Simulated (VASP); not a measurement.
Runs of VASP 6.6.1 on GaN. The structure is that of space group Fm-3m (No. 225), or close to it. The cells are those of the table. 

| level | cell | cutoff (eV) | gap on the mesh (eV) | pressure (GPa) |
| --- | --- | --- | --- | --- |
| r2SCAN | a = 2.984 Å, angles 60.0°, 2 atoms | 1460 | 1.17 | (b) |
| RPBE+D4 | a = 2.947 Å, angles 60.0°, 2 atoms | 1330 | 0.99 | 5.7 |
| BLYP | a = 3.038 Å, angles 60.0°, 2 atoms | 1330 | (a) | 4.8 |
| revPBE+D4 | a = 2.927 Å, angles 60.0°, 2 atoms | 1330 | (c) | 11.4 |
| BLYP | a = 3.017 Å, angles 60.0°, 2 atoms | 1330 | 0.35 | 9.3 |
| revPBE+D4 | a = 2.947 Å, angles 60.0°, 2 atoms | 1330 | 0.96 | 5.7 |
| RPBE+D4 | a = 2.926 Å, angles 60.0°, 2 atoms | 1330 | 1.13 | 11.4 |
| r2SCAN | a = 2.982 Å, angles 60.0°, 2 atoms | 1460 | 1.18 | 1.0 |

Alike in all rows: task single point; potentials or basis VASP PAW PBE potentials, release 64 (Ga_d, N_h); no spin polarisation; k mesh 10 × 10 × 10; smearing gaussian 0.05 eV.

Problem. Estimate the missing entries.

Solution. (a) 0.22; (b) 0.5; (c) 1.10.

Caveats: the PAW data sets were made with another functional, which shifts forces and pressure a little; the cell stands under pressure (at least some runs); the dispersion term is far too large for a dense solid, which distorts pressure and volume (at least some runs).

A k mesh can miss the band edges, and the runs leave out spin-orbit coupling on Ga.
